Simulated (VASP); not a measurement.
Here is a VASP 6.6.1 calculation.

The input INCAR:

```
PREC = Accurate
ENCUT = 600
EDIFF = 1E-6
ISMEAR = 0
SIGMA = 0.01
LREAL = F
LASPH = T
NELM = 120
ALGO = Normal
ISIF = 2
LWAVE = F
LCHARG = F
GGA = PE
NBANDS = 86
GGA_COMPAT = F
```

File KPOINTS:

```
Automatic mesh
0
Gamma
  1 1 1
```

POSCAR

```
GaN
1.0
    6.3778600000      0.0000000000      0.0000000000
   -3.1889300000      5.5233900000      0.0000000000
    0.0000000000      0.0000000000      5.1923570000
Ga N
8 8
Direct
    0.3479980000      0.1625090000      0.5021260000
    0.1675850000      0.3385710000      0.9882830000
    0.3276470000      0.6693130000      0.4948660000
    0.1466110000      0.8408010000      0.9960650000
    0.8236910000      0.1757200000      0.4893350000
    0.6653710000      0.3334540000      1.0007710000
    0.8421180000      0.6597250000      0.4974430000
    0.6530750000      0.8342290000      0.9855240000
    0.3307320000      0.1619540000      0.8676370000
    0.1613740000      0.3301200000      0.3737070000
    0.3286710000      0.6683500000      0.8776870000
    0.1669980000      0.8279750000      0.3773920000
    0.8317870000      0.1696950000      0.8479160000
    0.6652000000      0.3315180000      0.3715740000
    0.8226190000      0.6806990000      0.8803530000
    0.6657850000      0.8335840000      0.3637110000
```

Potentials or basis: VASP PAW PBE potentials, release 64 (Ga_d, N).

Launch:

```bash
$ cat potpaw_PBE.64/Ga_d/POTCAR potpaw_PBE.64/N/POTCAR > POTCAR
$ mpirun -np 1 vasp_gam > vasp.out
```

Problem. What does it give for the largest force?

Solution. 3.151 eV/Å.

Problem. Predict the pressure.

Solution. 5.3 GPa.

Stress tensor (GPa, compression positive):
```
12.89  0.62  0.49
 0.62 10.84 -0.69
 0.49 -0.69 -7.97
```

Caveat: the k points lie up to 1.21 Å⁻¹ apart; forces of over 1 eV/Å act on the atoms, so gaps and moduli don't describe the material at rest.
